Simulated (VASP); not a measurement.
Set up this calculation in VASP 6.6.1, as the native input.

- Task: single point
- Functional: PBE
- Potentials or basis: VASP PAW PBE potentials, release 64 (Al, N)
- Cutoff: 520 eV
- k mesh: 8 × 8 × 2
- Occupations: gaussian, width 0.05 eV
- Spin: no spin polarisation
- Dipole correction: no
- Further INCAR settings: ALGO = Normal; EDIFF = 1e-07; NBANDS = 36

The structure of AlN lies in POSCAR:

```
AlN
1.0
    2.1839935596     -2.1839935596      0.0000000000
    2.1839935596      0.0000000000     -2.1839935596
    9.8906747768      9.8906747768      9.8906747768
Al N
6 6
Direct
    0.6666666667      0.6666666667      0.0551739091
    0.0000000000      0.0000000000      0.7912185871
    0.3333333333      0.3333333333      0.2023828447
    0.6666666667      0.6666666667      0.4968007159
    0.0000000000      0.0000000000      0.3495917803
    0.3333333333      0.3333333333      0.6440096515
    0.6666666667      0.6666666667      0.3863940142
    1.0000000000      1.0000000000      0.2391850786
    0.3333333333      0.3333333333      0.5336029498
    0.6666666667      0.6666666667      0.8280208210
    0.0000000000      0.0000000000      0.6808118854
    0.3333333333      0.3333333333      0.0919761430
```

One way to write it, as run:

INCAR

```
SYSTEM = AlN
  PREC = Accurate
  ENCUT = 520
  EDIFF = 1E-7
  ISMEAR = 0
  SIGMA = 0.05
  LREAL = .False.
  LASPH = .True.
  NELM = 80
  ALGO = Normal
  ISIF = 2
  LWAVE = .False.
  LCHARG = .True.
  GGA = PE
  LELF = .True.
  LVHAR = .True.
  NBANDS = 36
```

KPOINTS

```
regular mesh
0
Gamma
  8 8 2
  0 0 0
```

Potentials or basis: VASP PAW PBE potentials, release 64 (Al, N).

Launch:

```sh
$ cat potpaw_PBE.64/Al/POTCAR potpaw_PBE.64/N/POTCAR > POTCAR
$ mpirun -np 1 vasp_std > vasp.out
```

It gave:

```
Pressure               : 2.6 GPa
Largest force          : 2.164 eV/Å
Band gap on the k mesh : zero (band 24 reaches 6.59 eV, above the bottom of band 25 at 6.46 eV)
```

Caveat: forces of over 1 eV/Å act on the atoms, so gaps and moduli don't describe the material at rest.

Wall time 5.9 min on 1 thread of AMD EPYC 7R13, on a shared host, peak memory 0.25 GiB.
